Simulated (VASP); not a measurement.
Input of a VASP 6.6.1 run:

Contents of POSCAR:

```
GaN
1.0
    3.1900000000      0.0000000000      0.0000000000
   -1.5950000000      2.7626210381      0.0000000000
    0.0000000000      0.0000000000      5.1860000000
Ga N
2 2
Direct
    0.3333333333      0.6666666667      0.0000000000
    0.6666666667      0.3333333333      0.5000000000
    0.3333333333      0.6666666667      0.3789000000
    0.6666666667      0.3333333333      0.8789000000
```

File INCAR.step1:

```
PREC     = Accurate       # precision mode
ENCUT    = 500            # plane-wave cutoff, eV
EDIFF    = 1E-8           # SCF threshold, eV
ISMEAR   = 0              # smearing method
SIGMA    = 0.01           # smearing width, eV
LREAL    = False          # projectors in reciprocal space
LASPH    = True           # aspherical terms in the spheres
NELM     = 100            # most SCF steps
ALGO     = Normal         # electronic algorithm
LWAVE    = True           # write WAVECAR
LCHARG   = False          # write CHGCAR
GGA      = PE             # functional
```

The input INCAR.step2:

```
PREC     = Accurate       # precision mode
ENCUT    = 500            # plane-wave cutoff, eV
EDIFF    = 1E-8           # SCF threshold, eV
ISMEAR   = 0              # smearing method
SIGMA    = 0.01           # smearing width, eV
LREAL    = False          # projectors in reciprocal space
LASPH    = True           # aspherical terms in the spheres
NELM     = 1              # most SCF steps
ALGO     = Exact          # electronic algorithm
LWAVE    = True           # write WAVECAR
LCHARG   = False          # write CHGCAR
GGA      = PE             # functional
NBANDS   = 460            # bands
LOPTICS  = True           # frequency-dependent dielectric function
ISTART   = 1
```

INCAR.step3

```
PREC     = Accurate       # precision mode
ENCUT    = 500            # plane-wave cutoff, eV
EDIFF    = 1E-8           # SCF threshold, eV
ISMEAR   = 0              # smearing method
SIGMA    = 0.01           # smearing width, eV
LREAL    = False          # projectors in reciprocal space
LASPH    = True           # aspherical terms in the spheres
ALGO     = EVGW0          # electronic algorithm
LWAVE    = False          # write WAVECAR
LCHARG   = False          # write CHGCAR
GGA      = PE             # functional
NELMGW   = 1            
NBANDS   = 460            # bands
ENCUTGW  = 180.0          # cutoff of the response function
NOMEGA   = 48             # frequency points
PRECFOCK = Fast         
ISTART   = 1            
NBANDSGW = 26
```

File KPOINTS:

```
regular mesh
0
Gamma
  2 2 2
```

Potentials or basis: VASP PAW PBE potentials, release 64 (Ga_d_GW, N_GW).

Launch:

```console
$ cat potpaw_PBE.64/Ga_d_GW/POTCAR potpaw_PBE.64/N_GW/POTCAR > POTCAR
$ cp INCAR.step1 INCAR
$ mpirun -np 1 vasp_std > vasp.out
$ cp INCAR.step2 INCAR
$ mpirun -np 1 vasp_std > vasp.out
$ cp INCAR.step3 INCAR
$ mpirun -np 1 vasp_std > vasp.out
```

Question: Estimate the quasiparticle gap.

Answer: 2.80 eV.

Question: Estimate the least direct quasiparticle gap.

Answer: 2.80 eV.

Question: Estimate the band gap of the starting levels on the mesh.

Answer: 1.81 eV.

Question: Estimate the least direct gap of the starting levels on the mesh.

Answer: 1.81 eV.

Caveat: the k points lie up to 1.14 Å⁻¹ apart; bands, screening cutoff and mesh are small and nothing is extrapolated, so the quasiparticle values aren't converged.
